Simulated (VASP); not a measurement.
Here is a VASP 6.6.1 calculation.

File INCAR:

```
  PREC = Accurate
  ENCUT = 520
  EDIFF = 1E-7
  ISMEAR = 0
  SIGMA = 0.1
  LREAL = F
  LASPH = T
  NELM = 60
  ALGO = Normal
  ISIF = 2
  LWAVE = F
  LCHARG = T
  GGA = PE
  LELF = T
  LVHAR = T
  NBANDS = 19
```

File KPOINTS:

```
Automatic mesh
0
Gamma
  12 12 7
```

File POSCAR:

```
Ti
1.0
    2.9390756844      0.0000000000      0.0000000000
   -1.4695378422      2.5453142064      0.0000000000
    0.0000000000      0.0000000000      4.6559893251
Ti
2
Direct
    0.3333333333      0.6666666667      0.2500000000
    0.6666666667      0.3333333333      0.7500000000
```

Potentials or basis: VASP PAW PBE potentials, release 64 (Ti_sv).

The run is started by

```bash
$ cat potpaw_PBE.64/Ti_sv/POTCAR > POTCAR
$ mpirun -np 1 vasp_std > vasp.out
```

Task: What does it give for the band gap on the k mesh?

Result: Zero (band 12 reaches 9.08 eV, above the bottom of band 13 at 8.01 eV).

Task: Predict the pressure.

Result: -0.4 GPa.

Stress tensor (GPa, compression positive):
```
-0.34  0.00  0.00
 0.00 -0.34  0.00
 0.00  0.00 -0.51
```
